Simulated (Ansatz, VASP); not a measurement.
# One calculation of AlRu, two programs

```
Al Ru
1.0
     2.86217    0.00000    0.00000
     0.00000    4.04771    0.00105
     0.00000    2.02443    2.16526
Al Ru
1 1
Direct
  0.00000 0.00000 0.00000
  0.50000 0.50000 0.00000
```

Change from the starting cell: band edges of the strained film's bulk.

Alike in both runs: task single point; functional PBEsol; k mesh 12 × 9 × 15; occupations gaussian, width 0.1 eV; no spin polarisation.

|  | VASP | Ansatz |
| --- | --- | --- |
| version | VASP 6.6.1 | Ansatz 0.2.0 |
| potentials or method | VASP PAW PBE potentials, release 64 (Al, Ru_pv), cutoff 520 eV | scalar-relativistic, plane waves, PAW |
| valence electrons in the cell | 17 | 19 |

|  | VASP | Ansatz | Ansatz less VASP |
| --- | --- | --- | --- |
| gap on the k mesh at the Fermi level (eV) | none | none | - |
| pressure (GPa) | 13.2 | 13.1 | -0.13 |
| traceless stress, the component that is largest in VASP (GPa) | -13.17 | -13.13 | +0.045 |

VASP's potentials were made for PBE, not for PBEsol. A gap of «none» marks a metal or a gap that the smearing closes. The functional is the same, so the differences come from potentials, cutoffs and numerics. VASP's potentials hold 17 valence electrons a cell and Ansatz's 19, so a difference there can come from the potentials and not from the codes.
